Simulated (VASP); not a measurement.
Here is a VASP 6.6.1 calculation.

The input INCAR:

```
SYSTEM = NiO
PREC     = Accurate       ! precision mode
ENCUT    = 520            ! plane-wave cutoff, eV
EDIFF    = 1E-6           ! SCF threshold, eV
ISMEAR   = -1             ! smearing method
SIGMA    = 0.05           ! smearing width, eV
LREAL    = .FALSE.        ! projectors in reciprocal space
LASPH    = .TRUE.         ! aspherical terms in the spheres
NELM     = 150            ! most SCF steps
ALGO     = Normal         ! electronic algorithm
ISIF     = 2              ! what is computed and relaxed
LWAVE    = .FALSE.        ! write WAVECAR
LCHARG   = .FALSE.        ! write CHGCAR
ISPIN    = 2              ! spin polarisation
MAGMOM   = 1 0            ! initial moments
LORBIT   = 11             ! projections on sites
LMAXMIX  = 4              ! l up to which the mixer works
GGA      = PE             ! functional
NBANDS   = 19             ! bands
```

The input KPOINTS:

```
Automatic mesh
0
G
  11 11 11
  0 0 0
```

The input POSCAR:

```
NiO
1.0
    2.5537379567      0.0000000000      0.0000000000
    0.0000000000      2.5537379567      0.0000000000
    0.0000000000      0.0000000000      2.5537379567
Ni O
1 1
Direct
    0.0000000000      0.0000000000      0.0000000000
    0.5000000000      0.5000000000      0.5000000000
```

Potentials or basis: VASP PAW PBE potentials, release 64 (Ni, O).

Run with:

```sh
$ cat potpaw_PBE.64/Ni/POTCAR potpaw_PBE.64/O/POTCAR > POTCAR
$ mpirun -np 1 vasp_std > vasp.out
```

(1) What does it give for the pressure?

(2) Estimate the net moment.

Results:

(1) 13.0 GPa.

(2) 1.65 μB per cell.

Caveat: a cell with one magnetic atom can't hold antiferromagnetic order, which such compounds often take.
